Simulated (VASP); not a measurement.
A run of VASP 6.6.1 is set up as follows.

INCAR

```
SYSTEM = Nb
  PREC = Accurate
  ENCUT = 520
  EDIFF = 1E-6
  ISMEAR = 0
  SIGMA = 0.15
  LREAL = .False.
  LASPH = .True.
  NELM = 60
  ALGO = Fast
  ISIF = 2
  LWAVE = .False.
  LCHARG = .False.
  GGA = PS
  NBANDS = 12
```

KPOINTS

```
regular mesh
0
Gamma
  22 22 22
  0 0 0
```

Contents of POSCAR:

```
Nb
1.0
   -2.4458532361      1.7470380258      1.7470380258
    1.7470380258     -2.4458532361      1.7470380258
    1.7470380258      1.7470380258     -2.4458532361
Nb
1
Direct
    0.0000000000      0.0000000000      0.0000000000
```

Potentials or basis: VASP PAW PBE potentials, release 64 (Nb_sv).

Command:

```console
$ cat potpaw_PBE.64/Nb_sv/POTCAR > POTCAR
$ mpirun -np 1 vasp_std > vasp.out
```

(1) What does it give for the band gap on the k mesh?

(2) Predict the pressure.

## Answers

(1) zero (an odd number of electrons rules out a gap without spin polarisation).

(2) 122.7 GPa.

Caveat: atoms lie so close that the PAW spheres overlap strongly, which falsifies energies and pressures; the cell stands under pressure; the PAW data sets were made with another functional, which shifts forces and pressure a little.
